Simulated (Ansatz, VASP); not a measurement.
**One calculation of LaSiO, two programs**

```xyz
3
Lattice="3.8694 0.0000 0.0000 -1.9347 3.3510 0.0000 0.0000 0.0000 4.1928" Properties=species:S:1:pos:R:3 pbc="T T T"
La    0.0000    0.0000    2.0964
Si    1.9347    1.1170    0.0000
O     0.0000    2.2340    0.0000
```

Change from the starting cell: species swapped into the TbNiAs type (P-6m2, No. 187).

Alike in both runs: functional PBE; k mesh 12 × 12 × 12; occupations gaussian, width 0.1 eV; no spin polarisation.

Ansatz relaxed the structure, and its values are those at the end. VASP's run is a single point on that final structure, the one shown.

|  | VASP | Ansatz |
| --- | --- | --- |
| version | VASP 6.6.1 | Ansatz 0.2.0 |
| potentials or method | VASP PAW PBE potentials, release 64 (La, Si, O), cutoff 520 eV | scalar-relativistic, plane waves, PAW |
| valence electrons in the cell | 21 | 21 |

|  | VASP | Ansatz | Ansatz less VASP |
| --- | --- | --- | --- |
| gap on the k mesh at the Fermi level (eV) | none | none | - |
| pressure (GPa) | -0.1 | 0.0 | +0.07 |

A gap of «none» marks a metal or a gap that the smearing closes.

Neither program's run includes spin-orbit coupling.
